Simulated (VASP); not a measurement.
# Pm (P6_3/mmc) in VASP: single point with LDA

Aim: the single point of Pm with LDA.

Program: VASP 6.6.1. These are calculated values, not measurements. Logs are shortened: lines on timing, memory, paths and dates and some standing lists are left out, and cuts for length are marked.

### 1 The cell of the first run

Symmetry: P6_3/mmc, No. 194, hexagonal system. Conventional cell: a = 3.676 Å, b = 3.676 Å, c = 11.799 Å, α = 90.00°, β = 90.00°, γ = 120.00°. Within 4.8 Å of Pm (site symmetry -6m2) lie 12 Pm at 3.63 to 3.68 Å. Within 4.8 Å of Pm (site symmetry -3m) lie 12 Pm at 3.63 to 3.68 Å.

### 2 Single point, LDA, collinear spin, ferromagnetic start

Contents of INCAR:

```
  ALGO = Normal
  EDIFF = 1E-6
  ENCUT = 450
  GGA = CA
  GGA_COMPAT = F
  ISIF = 2
  ISMEAR = 1
  ISPIN = 2
  KPAR = 4
  LASPH = T
  LCHARG = F
  LMAXMIX = 6
  LORBIT = 11
  LREAL = F
  LWAVE = F
  MAGMOM = 4 4 4 4
  NELM = 200
  PREC = Accurate
  SIGMA = 0.1
```

Contents of KPOINTS:

```
k-points
0
Gamma
  10 10 3
```

Contents of POSCAR:

```
Pm
1.0
    3.6761810624      0.0000000000      0.0000000000
   -1.8380905312      3.1836661890      0.0000000000
    0.0000000000      0.0000000000     11.7991114600
Pm
4
Direct
    0.6666666667      0.3333333333      0.7500000000
    0.0000000000      0.0000000000      0.5000000000
    0.3333333333      0.6666666667      0.2500000000
    0.0000000000      0.0000000000      0.0000000000
```

Potentials or basis: VASP PAW PBE potentials, release 64 (Pm).

Command:

```sh
> cat potpaw_PBE.64/Pm/POTCAR > POTCAR
> mpirun -np 4 vasp_std > vasp.out
```

OUTCAR:

```text
EDIFF = 1E-6
   ENCUT = 450
   GGA = CA
   ISIF = 2
   ISMEAR = 1
   ISPIN = 2
   LASPH = T
   LORBIT = 11
   LREAL = F
   NELM = 200
   PREC = Accurate

 Found     28 irreducible k-points:

 Following reciprocal coordinates:
            Coordinates               Weight
  0.000000  0.000000  0.000000      1.000000
  0.100000  0.000000  0.000000      6.000000
  0.200000  0.000000  0.000000      6.000000
  0.300000  0.000000  0.000000      6.000000
  0.400000  0.000000  0.000000      6.000000
  0.500000  0.000000  0.000000      3.000000
   k-points           NKPTS =     28   k-points in BZ     NKDIM =     28   number of bands    NBANDS=     44
   number of dos      NEDOS =    301   number of ions     NIONS =      4
   total plane-waves  NPLWV =  65856
   dimension x,y,z NGX =    28 NGY =   28 NGZ =   84
   dimension x,y,z NGXF=    56 NGYF=   56 NGZF=  168
   ions per type =               4
   NGX,Y,Z   is equivalent  to a cutoff of  12.66, 12.66, 11.84 a.u.
   NGXF,Y,Z  is equivalent  to a cutoff of  25.32, 25.32, 23.67 a.u.
 SYSTEM =  unknown system
   PREC   = accura    normal or accurate (medium, high low for compatibility)
   ISTART =      0    job   : 0-new  1-cont  2-samecut
   ICHARG =      2    charge: 1-file 2-atom 10-const
   ISPIN  =      2    spin polarized calculation?
   LNONCOLLINEAR =      F non collinear calculations
   LSORBIT =      F    spin-orbit coupling
   LASPH  =      T    aspherical Exc in radial PAW
   ENCUT  =  450.0 eV  33.07 Ry    5.75 a.u.   6.36  6.36 20.41*2*pi/ulx,y,z
   NELM   =    200;   NELMIN=  2; NELMDL= -5     # of ELM steps
   EDIFF  = 0.1E-05   stopping-criterion for ELM
   LREAL  =      F    real-space projection
[... 7 lines left out ...]
   TEBEG  =    0.0;   TEEND  =   0.0 temperature during run

   SCALEE = 1.0000    scale energy and forces
   PSTRESS=    0.0 pullay stress
   NELECT =      60.0000    total number of electrons
   NUPDOWN=      -1.0000    fix difference up-down
   EMIN   =  10.00;   EMAX   =-10.00  energy-range for DOS
   EFERMI =   0.00;   METHOD = LEGACY
   ISMEAR =     1;   SIGMA  =   0.10  broadening in eV -4-tet -1-fermi 0-gaus
   EFERMI_NEDOS =   21; number of points for ismear=-14 and -15
   IALGO  =     38    algorithm
   IMIX   =      4    mixing-type and parameters
     AMIX     =   0.40;   BMIX     =  1.00
     AMIX_MAG =   1.60;   BMIX_MAG =  1.00
  volume/ion in A,a.u.               =      34.52       232.98
  Fermi-wavevector in a.u.,A,eV,Ry     =   1.239940  2.343147 20.918294  1.537451
  Thomas-Fermi vector in A             =   2.374402
   LORBIT       =     11    0 simple, 1 ext, 2 COOP (PROOUT), +10 PAW based schemes
   GGA     = CA    functional components
   LHFCALC =     F    Hartree Fock is set to
   AEXX    =    0.0000 exact exchange contribution
   IVDW    =     0    specifies the selected vdW correction
   LEPSILON=     F    determine dielectric tensor
   LRPA    =     F    only Hartree local field effects (RPA)

   CSHIFT  =0.1000    complex shift for real part using Kramers Kronig

   OMEGAMAX=  -1.0    maximum frequency
 spin polarized calculation
 Methfessel and Paxton  Order N= 1 SIGMA  =   0.10
  energy-cutoff  :      450.00
  volume of cell :      138.09
 maximum number of plane-waves:      3019
 NGX is ok and might be reduce to    28
   NGX = 13   NGY = 13   NGZ = 41

 number of electron      60.0000008 magnetization      21.0401991

 Free energy of the ion-electron system (eV)
  ---------------------------------------------------
  ext. energy  EPLUGINS =         0.00000000
  ---------------------------------------------------
  free energy    TOTEN  =       -31.46125902 eV

  energy without entropy =      -31.44892440  energy(sigma->0) =      -31.45714748

 E-fermi :   5.4982     XC(G=0): -10.0519

 val. band max:        5.4981987549   @ k =   0.4000   0.1000   0.0000
 cond. band min:       5.4996768353   @ k =   0.1000   0.1000   0.0000
 fundamental gap:      0.0014780804
 Fermi energy:         5.4982086059

 spin component 1

 k-point     1 :       0.0000    0.0000    0.0000
  band No.  band energies     occupation
      1     -32.8932      1.00000
      2     -32.8373      1.00000
      3     -32.8261      1.00000
      4     -32.7687      1.00000
      5     -13.9941      1.00000
      6     -13.4864      1.00000
[... 34 lines left out ...]
     41       5.5050      0.44253
     42       5.5156      0.35493

 k-point     2 :       0.1000    0.0000    0.0000
  band No.  band energies     occupation
      1     -32.8839      1.00000
      2     -32.8303      1.00000
      3     -32.8192      1.00000
      4     -32.7644      1.00000
      5     -13.9615      1.00000
      6     -13.4985      1.00000
[... 34 lines left out ...]
     41       5.4737      0.70095
     42       5.4811      0.64263

 k-point     3 :       0.2000    0.0000    0.0000
  band No.  band energies     occupation
      1     -32.8586      1.00000
      2     -32.8124      1.00000
      3     -32.8012      1.00000
      4     -32.7542      1.00000
      5     -13.8710      1.00000
      6     -13.5669      1.00000
[... 34 lines left out ...]
     41       5.4519      0.84930
     42       5.4551      0.83002

 k-point     4 :       0.3000    0.0000    0.0000
  band No.  band energies     occupation
      1     -32.8249      1.00000
      2     -32.7899      1.00000
      3     -32.7789      1.00000
      4     -32.7435      1.00000
      5     -13.7759      1.00000
      6     -13.7272      1.00000
[... 34 lines left out ...]
     41       5.4937      0.53839
     42       5.5008      0.47799

 k-point     5 :       0.4000    0.0000    0.0000
  band No.  band energies     occupation
      1     -32.7941      1.00000
      2     -32.7716      1.00000
      3     -32.7607      1.00000
      4     -32.7381      1.00000
      5     -13.8888      1.00000
      6     -13.8790      1.00000
[... 34 lines left out ...]
     41       5.5192      0.32686
     42       5.5363      0.20229

 k-point     6 :       0.5000    0.0000    0.0000
  band No.  band energies     occupation
      1     -32.7802      1.00000
      2     -32.7647      1.00000
      3     -32.7537      1.00000
      4     -32.7380      1.00000
      5     -13.9530      1.00000
      6     -13.9356      1.00000
[... 34 lines left out ...]
     41       5.5487      0.12706
     42       5.5514      0.11312

 [... further k-points ...]

 spin component 2

 k-point     1 :       0.0000    0.0000    0.0000
  band No.  band energies     occupation
      1     -30.9072      1.00000
      2     -30.8389      1.00000
      3     -30.8357      1.00000
      4     -30.7658      1.00000
      5     -12.4976      1.00000
      6     -11.9363      1.00000
[... 34 lines left out ...]
     41       8.2105      0.00000
     42       8.2105      0.00000

 k-point     2 :       0.1000    0.0000    0.0000
  band No.  band energies     occupation
      1     -30.8965      1.00000
      2     -30.8310      1.00000
      3     -30.8278      1.00000
      4     -30.7610      1.00000
      5     -12.4614      1.00000
      6     -11.9503      1.00000
[... 34 lines left out ...]
     41       8.2378      0.00000
     42       8.2421      0.00000

 k-point     3 :       0.2000    0.0000    0.0000
  band No.  band energies     occupation
      1     -30.8676      1.00000
      2     -30.8106      1.00000
      3     -30.8073      1.00000
      4     -30.7493      1.00000
      5     -12.3609      1.00000
      6     -12.0293      1.00000
[... 34 lines left out ...]
     41       8.2957      0.00000
     42       8.3182      0.00000

 k-point     4 :       0.3000    0.0000    0.0000
  band No.  band energies     occupation
      1     -30.8291      1.00000
      2     -30.7850      1.00000
      3     -30.7817      1.00000
      4     -30.7372      1.00000
      5     -12.2534      1.00000
      6     -12.2108      1.00000
[... 34 lines left out ...]
     41       8.3317      0.00000
     42       8.3422      0.00000

 k-point     5 :       0.4000    0.0000    0.0000
  band No.  band energies     occupation
      1     -30.7937      1.00000
      2     -30.7642      1.00000
      3     -30.7609      1.00000
      4     -30.7312      1.00000
      5     -12.3904      1.00000
      6     -12.3648      1.00000
[... 34 lines left out ...]
     41       8.3397      0.00000
     42       8.3536      0.00000

 k-point     6 :       0.5000    0.0000    0.0000
  band No.  band energies     occupation
      1     -30.7777      1.00000
      2     -30.7562      1.00000
      3     -30.7529      1.00000
      4     -30.7313      1.00000
      5     -12.4615      1.00000
      6     -12.4268      1.00000
[... 34 lines left out ...]
     41       8.3499      0.00000
     42       8.3703      0.00000

 [... further k-points ...]

 [bands above 42 left out]

------------------------ aborting loop because EDIFF is reached ----------------------------------------

  FORCE on cell =-STRESS in cart. coord.  units (eV):
  Direction    XX          YY          ZZ          XY          YZ          ZX
  --------------------------------------------------------------------------------------
  -------------------------------------------------------------------------------------
  Total       -3.3926326     -3.3926326     -3.2116014      0.0000000      0.0000000     -0.0000000
  in kB      -39.3616864    -39.3616864    -37.2613426      0.0000000      0.0000000     -0.0000000
  external PRESSURE =     -38.6615718 kB  Pullay stress =       0.0000000 kB

 VOLUME and BASIS-vectors are now :
 -----------------------------------------------------------------------------
  energy-cutoff  :      450.00
  volume of cell :      138.09
      direct lattice vectors                 reciprocal lattice vectors
     3.676181062  0.000000000  0.000000000     0.272021422  0.157051641  0.000000000
    -1.838090531  3.183666189  0.000000000     0.000000000  0.314103282  0.000000000
     0.000000000  0.000000000 11.799111460     0.000000000  0.000000000  0.084752145

 POSITION                                       TOTAL-FORCE (eV/Angst)
 -----------------------------------------------------------------------------------
      1.83809      1.06122      8.84933        -0.000000      0.000000      0.000000
      0.00000      0.00000      5.89956        -0.000000      0.000000     -0.000000
     -0.00000      2.12244      2.94978         0.000000     -0.000000      0.000000
      0.00000      0.00000      0.00000        -0.000000      0.000000     -0.000000
 -----------------------------------------------------------------------------------
    total drift:                                0.000000     -0.000000      0.000000

  FREE ENERGIE OF THE ION-ELECTRON SYSTEM (eV)
  ---------------------------------------------------
  free  energy   TOTEN  =       -31.4612590192 eV

  energy  without entropy=      -31.4489244024  energy(sigma->0) =      -31.45714748

 total charge

# of ion       s       p       d       f       tot
--------------------------------------------------
    1        2.046   5.476   0.482   4.405  12.409
    2        2.045   5.476   0.484   4.405  12.410
    3        2.046   5.476   0.482   4.405  12.409
    4        2.045   5.476   0.484   4.405  12.410
--------------------------------------------------
tot          8.184  21.904   1.931  17.619  49.637

 magnetization (x)

# of ion       s       p       d       f       tot
--------------------------------------------------
    1        0.000   0.033   0.191   4.391   4.614
    2        0.002   0.030   0.207   4.391   4.629
    3        0.000   0.033   0.191   4.391   4.614
    4        0.002   0.030   0.207   4.391   4.629
--------------------------------------------------
tot          0.003   0.126   0.794  17.563  18.487
```

It took 14 min on 4 MPI ranks of Intel Xeon Platinum 8259CL at 2.50GHz (Skylake/Cascade Lake), shared host; peak memory 0.35 GiB.

Results:

* Free energy: -31.4613 eV
* Pressure: -3.9 GPa
* Net moment: 21.04 μB per cell
* Site moments: Pm +4.61, +4.63 (each value once) μB
* Valence electrons inside the program's atomic spheres: Pm 12.41

Levels at points of the mesh, in eV from the Fermi level:
Spin up:
```
           k point  band 37  band 38  band 39  band 40  band 41  band 42  band 43  band 44
(0.00, 0.00, 0.00)    -0.09    -0.04    -0.04     0.00     0.01     0.02     0.02     0.03
(0.50, 0.00, 0.00)    -0.08     0.00     0.02     0.03     0.05     0.05     0.05     0.08
```
Spin down:
```csv
k point,band 18,band 19,band 20,band 21,band 22,band 23
"(0.00, 0.00, 0.00)",-1.80,-1.79,-1.08,1.44,1.54,2.15
"(0.50, 0.00, 0.00)",-1.11,-0.63,-0.28,0.37,0.50,0.64
```

Caveat: the magnetic or orbital state may not be the lowest; the highest band is partly filled, so the run has too few bands; the cell stands under tension; the PAW data sets were made with another functional, which shifts forces and pressure a little; spin-orbit coupling is left out, which moves the levels of the heavy elements; semilocal functionals describe open f shells poorly, which spoils levels, moments and volumes. The state reached can hang on the start; a lower one may exist.
